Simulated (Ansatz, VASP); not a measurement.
# One calculation of Hf, two programs

```
Hf
1.0
     2.89132    0.00000    0.00000
     0.00000    2.89132    0.00000
     0.00000    0.00000    2.89132
Hf
1
Direct
  0.00000 0.00000 0.00000
```

Alike in both runs: task relaxation of cell and atoms; functional LDA; k mesh 11 × 11 × 11; occupations fermi-dirac, width 0.1 eV; no spin polarisation.

```csv
,VASP,Ansatz
version,VASP 6.6.1,Ansatz 0.2.0
potentials or method,"VASP PAW LDA potentials, release 64 (Hf_pv), cutoff 600 eV","plane waves (420 eV) with PAW, scalar-relativistic"
valence electrons in the cell,10,26
```

Ansatz gave:

```
relaxed volume (Å³/atom)                                     : 22.52
relaxed cell length with the largest relative difference (Å) : 2.824
```

Q: What did VASP give for the same quantities?

A: Relaxed volume (Å³/atom): 22.50; relaxed cell length with the largest relative difference (Å): 2.823.

Ansatz warns that its potentials were made for another functional, while VASP's fit it. LDA's correlation is that of Perdew and Zunger in VASP and of Perdew and Wang (1992) in Ansatz. VASP's potentials hold 10 valence electrons a cell and Ansatz's 26, so a difference there can come from the potentials and not from the codes.

Neither program's run includes spin-orbit coupling.
